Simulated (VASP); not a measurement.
# HgTe (F-43m) in VASP: a series of runs, part 2 of 2

VASP 6.6.1. Earlier steps stand in the parts before.

### 3 Single point, PBE

INCAR

```
SYSTEM = HgTe
PREC = Accurate
ENCUT = 500
EDIFF = 1E-6
ISMEAR = -1
SIGMA = 0.001
LREAL = .False.
LASPH = .True.
NELM = 120
ALGO = Normal
ISIF = 2
LWAVE = .False.
LCHARG = .False.
GGA = PE
NBANDS = 16
GGA_COMPAT = .False.
```

KPOINTS

```
Automatic mesh
0
Gamma
  6 6 6
  0 0 0
```

POSCAR

```
HgTe
1.0
    0.0000000000      3.2400000000      3.2400000000
    3.2400000000      0.0000000000      3.2400000000
    3.2400000000      3.2400000000      0.0000000000
Te Hg
1 1
Direct
    0.7500000000      0.7500000000      0.7500000000
    0.0000000000      0.0000000000      0.0000000000
```

Potentials or basis: VASP PAW PBE potentials, release 64 (Te, Hg).

Started as:

```bash
$ cat potpaw_PBE.64/Te/POTCAR potpaw_PBE.64/Hg/POTCAR > POTCAR
$ mpirun -np 1 vasp_std > vasp.out
```

OUTCAR:

```text
SYSTEM = HgTe
   PREC = Accurate
   ENCUT = 500
   EDIFF = 1E-6
   ISMEAR = -1
   LREAL = .False.
   LASPH = .True.
   NELM = 120
   ISIF = 2
   GGA = PE

 ion  position               nearest neighbor table
   1  0.750  0.750  0.750-   2 2.81   2 2.81   2 2.81   2 2.81
   2  0.000  0.000  0.000-   1 2.81   1 2.81   1 2.81   1 2.81

  LATTYP: Found a face centered cubic cell.
 ALAT       =     6.4800000000

  Lattice vectors:

 A1 = (   0.0000000000,   3.2400000000,   3.2400000000)
 A2 = (   3.2400000000,   0.0000000000,   3.2400000000)
 A3 = (   3.2400000000,   3.2400000000,   0.0000000000)

Analysis of symmetry for initial positions (statically):
=====================================================================
 Subroutine PRICEL returns:
 Original cell was already a primitive cell.

 Routine SETGRP: Setting up the symmetry group for a
 face centered cubic supercell.

 Subroutine GETGRP returns: Found 24 space group operations
 (whereof 24 operations were pure point group operations)
 out of a pool of 48 trial point group operations.

The static configuration has the point symmetry T_d .

Analysis of symmetry for dynamics (positions and initial velocities):
=====================================================================
 Subroutine PRICEL returns:
 Original cell was already a primitive cell.

 Routine SETGRP: Setting up the symmetry group for a
 face centered cubic supercell.

 Subroutine GETGRP returns: Found 24 space group operations
 (whereof 24 operations were pure point group operations)
 out of a pool of 48 trial point group operations.

The dynamic configuration has the point symmetry T_d .

 Subroutine INISYM returns: Found 24 space group operations
 (whereof 24 operations are pure point group operations),
 and found     1 'primitive' translations
[... 99 lines left out ...]
   EMIN   =  10.00;   EMAX   =-10.00  energy-range for DOS
   EFERMI =   0.00;   METHOD = LEGACY
   ISMEAR =    -1;   SIGMA  =   0.00  broadening in eV -4-tet -1-fermi 0-gaus
   EFERMI_NEDOS =   21; number of points for ismear=-14 and -15
   IALGO  =     38    algorithm
   IMIX   =      4    mixing-type and parameters
     AMIX     =   0.40;   BMIX     =  1.00
     AMIX_MAG =   1.60;   BMIX_MAG =  1.00
  volume/ion in A,a.u.               =      34.01       229.53
  Fermi-wavevector in a.u.,A,eV,Ry     =   1.051019  1.986138 15.029559  1.104641
  Thomas-Fermi vector in A             =   2.186046
   LORBIT       =      0    0 simple, 1 ext, 2 COOP (PROOUT), +10 PAW based schemes
   GGA     = PE    functional components
   LHFCALC =     F    Hartree Fock is set to
   AEXX    =    0.0000 exact exchange contribution
   IVDW    =     0    specifies the selected vdW correction
   LEPSILON=     F    determine dielectric tensor
   LRPA    =     F    only Hartree local field effects (RPA)
 non-spin polarized calculation
  energy-cutoff  :      500.00
  volume of cell :       68.02
 maximum number of plane-waves:      1759
 NGX is ok and might be reduce to    36
   NGX = 17   NGY = 17   NGZ = 17

 number of electron      18.0000002 magnetization

 Free energy of the ion-electron system (eV)
  ---------------------------------------------------
  ext. energy  EPLUGINS =         0.00000000
  ---------------------------------------------------
  free energy    TOTEN  =        -3.58397225 eV

  energy without entropy =       -3.58395457  energy(sigma->0) =       -3.58396341

 E-fermi :   3.0243     XC(G=0):  -8.7070

 val. band max:        3.0235854002   @ k =   0.0000   0.0000   0.0000
 cond. band min:       3.7273535603   @ k =   0.5000   0.0000   0.0000
 fundamental gap:      0.7037681601
 Fermi energy:         3.0242785187

 k-point     1 :       0.0000    0.0000    0.0000
  band No.  band energies     occupation
      1      -8.9091      2.00000
      2      -4.2914      2.00000
      3      -4.2914      2.00000
      4      -4.2914      2.00000
      5      -3.7711      2.00000
      6      -3.7711      2.00000
[... 281 lines left out ...]
      3      -4.0113      2.00000
      4      -3.8884      2.00000
      5      -3.7540      2.00000
      6      -3.2024      2.00000
[... 8 lines left out ...]
     15      13.8742      0.00000
     16      14.1543      0.00000

------------------------ aborting loop because EDIFF is reached ----------------------------------------

  FORCE on cell =-STRESS in cart. coord.  units (eV):
  Direction    XX          YY          ZZ          XY          YZ          ZX
  --------------------------------------------------------------------------------------
  -------------------------------------------------------------------------------------
  Total        1.4450227      1.4450227      1.4450227      0.0000000      0.0000000      0.0000000
  in kB       34.0345661     34.0345661     34.0345661      0.0000000      0.0000000      0.0000000
  external PRESSURE =      34.0345661 kB  Pullay stress =       0.0000000 kB

 VOLUME and BASIS-vectors are now :
 -----------------------------------------------------------------------------
  energy-cutoff  :      500.00
  volume of cell :       68.02
      direct lattice vectors                 reciprocal lattice vectors
     0.000000000  3.240000000  3.240000000    -0.154320988  0.154320988  0.154320988
     3.240000000  0.000000000  3.240000000     0.154320988 -0.154320988  0.154320988
     3.240000000  3.240000000  0.000000000     0.154320988  0.154320988 -0.154320988

 POSITION                                       TOTAL-FORCE (eV/Angst)
 -----------------------------------------------------------------------------------
      4.86000      4.86000      4.86000         0.000000      0.000000      0.000000
      0.00000      0.00000      0.00000        -0.000000     -0.000000     -0.000000
 -----------------------------------------------------------------------------------
    total drift:                                0.000000      0.000000      0.000000

  FREE ENERGIE OF THE ION-ELECTRON SYSTEM (eV)
  ---------------------------------------------------
  free  energy   TOTEN  =        -3.5839722512 eV

  energy  without entropy=       -3.5839545702  energy(sigma->0) =       -3.58396341
```

OSZICAR:

```text
N       E                     dE             d eps       ncg     rms          rms(c)
DAV:   1     0.104757821118E+03    0.10476E+03   -0.79614E+03   512   0.943E+02
DAV:   2    -0.128864812112E+00   -0.10489E+03   -0.96593E+02   576   0.225E+02
DAV:   3    -0.376152973805E+01   -0.36327E+01   -0.36218E+01   616   0.441E+01
DAV:   4    -0.379677014215E+01   -0.35240E-01   -0.35233E-01   760   0.386E+00
DAV:   5    -0.379684892165E+01   -0.78779E-04   -0.78780E-04   680   0.181E-01    0.755E+00
DAV:   6    -0.359218705945E+01    0.20466E+00   -0.40059E-01   600   0.849E+00    0.595E+00
DAV:   7    -0.358461840957E+01    0.75686E-02   -0.99906E-02   576   0.215E+00    0.220E+00
DAV:   8    -0.358390768959E+01    0.71072E-03   -0.10921E-02   608   0.119E+00    0.520E-01
DAV:   9    -0.358392862927E+01   -0.20940E-04   -0.75155E-04   648   0.320E-01    0.125E-01
DAV:  10    -0.358395882538E+01   -0.30196E-04   -0.90269E-05   616   0.836E-02    0.483E-02
DAV:  11    -0.358397454154E+01   -0.15716E-04   -0.37269E-05   616   0.467E-02    0.384E-02
DAV:  12    -0.358397243621E+01    0.21053E-05   -0.43272E-06   600   0.183E-02    0.200E-02
DAV:  13    -0.358397225116E+01    0.18505E-06   -0.68628E-07   440   0.426E-03
   1 F= -.35839723E+01 E0= -.35839634E+01  d E =-.176809E-04
```

stdout:

```text
POSCAR found type information on POSCAR TeHg
 POSCAR found :  2 types and       2 ions
 scaLAPACK will be used
 LDA part: xc-table for (Slater+PW92), standard interpolation
 POSCAR, INCAR and KPOINTS ok, starting setup
 FFT: planning ... GRIDC
 FFT: planning ... GRID_SOFT
 FFT: planning ... GRID
 WAVECAR not read
 entering main loop
```

Wall time 22 s (1 thread of Intel Xeon Platinum 8259CL at 2.50GHz (Skylake/Cascade Lake), shared host); peak memory 0.2 GiB.

Results:

```
Free energy            : -3.5840 eV
Pressure               : 3.4 GPa
Band gap on the k mesh : zero (filled and empty bands touch)
```

Caveat: spin-orbit coupling is left out, which moves the levels of the heavy elements.

### 4 Single point, PBE

INCAR: that of step 3 with these lines changed.

```diff
@@ -4,4 +4,4 @@
 EDIFF = 1E-6
-ISMEAR = -1
-SIGMA = 0.001
+ISMEAR = -5
+SIGMA = 0.1
 LREAL = .False.
```

KPOINTS

```
regular mesh
0
Gamma
  6 6 6
  0 0 0
```

POSCAR is that of step 3.

Started as:

```bash
$ cat potpaw_PBE.64/Te/POTCAR potpaw_PBE.64/Hg/POTCAR > POTCAR
$ mpirun -np 1 vasp_std > vasp.out
```

Wall time 19 s (1 thread of Intel Xeon Platinum 8259CL at 2.50GHz (Skylake/Cascade Lake), shared host); peak memory 0.2 GiB.

The run converged. Its results:

- Free energy: -3.5840 eV
- Pressure: 3.4 GPa
- Band gap on the k mesh: zero (filled and empty bands touch)

Levels at points of the mesh, in eV from the Fermi level:
```
           k point  band 5  band 6  band 7  band 8  band 9  band 10  band 11  band 12  band 13  band 14
(0.00, 0.00, 0.00)   -6.80   -6.80   -0.75    0.00    0.00     0.00     4.24     4.24     4.24     6.48
(0.50, 0.00, 0.00)   -6.77   -6.49   -5.44   -0.97   -0.97     0.70     5.04     5.04     6.87     7.88
(0.50, 0.50, 0.00)   -6.73   -6.35   -5.40   -2.24   -2.24     1.90     2.51     8.19     8.83     8.83
```

Caveat: spin-orbit coupling is left out, which moves the levels of the heavy elements; tetrahedron occupations give inexact forces and stress in metals.

### 5 Single point, PBE

INCAR

```
PREC = Accurate
ENCUT = 500
EDIFF = 1E-6
ISMEAR = -1
SIGMA = 5E-4
LREAL = F
LASPH = T
NELM = 120
ALGO = Normal
ISIF = 2
LWAVE = F
LCHARG = F
GGA = PE
NBANDS = 16
GGA_COMPAT = F
```

KPOINTS

```
regular mesh
0
Gamma
  6 6 6
```

POSCAR is that of step 4.

Started as:

```bash
$ cat potpaw_PBE.64/Te/POTCAR potpaw_PBE.64/Hg/POTCAR > POTCAR
$ mpirun -np 1 vasp_std > vasp.out
```

It took 19 s on 1 thread of Intel Xeon Platinum 8259CL at 2.50GHz (Skylake/Cascade Lake), shared host; peak memory 0.2 GiB.

The run converged. Its results:

* Free energy: -3.5840 eV
* Pressure: 3.4 GPa
* Band gap on the k mesh: zero (filled and empty bands touch)

Levels at points of the mesh, in eV from the Fermi level:
| k point | band 7 | band 8 | band 9 | band 10 | band 11 | band 12 |
| --- | --- | --- | --- | --- | --- | --- |
| (0.00, 0.00, 0.00) | -0.75 | 0.00 | 0.00 | 0.00 | 4.24 | 4.24 |
| (0.50, 0.00, 0.00) | -5.44 | -0.97 | -0.97 | 0.70 | 5.04 | 5.04 |
| (0.50, 0.50, 0.00) | -5.40 | -2.24 | -2.24 | 1.90 | 2.51 | 8.19 |

Caveat: spin-orbit coupling is left out, which moves the levels of the heavy elements.

### 6 Overview

```tsv
cutoff (eV)	smearing	gap on the mesh (eV)	pressure (GPa)
520	fermi-dirac 0.003 eV	none	3.4
500	fermi-dirac 0.001 eV	none	3.4
500	tetrahedron	none	3.4
500	fermi-dirac 0.0005 eV	none	3.4
```

Alike in all rows: task single point; level PBE; potentials or basis VASP PAW PBE potentials, release 64 (Te, Hg); no spin polarisation; cell as given; k mesh 6 × 6 × 6.

Every run on the cell as given and a fine mesh finds a metal.

Caveats: spin-orbit coupling is left out, which moves the levels of the heavy elements; tetrahedron occupations give inexact forces and stress in metals (some runs).

Absolute energies hang on the potentials; compare differences alone.
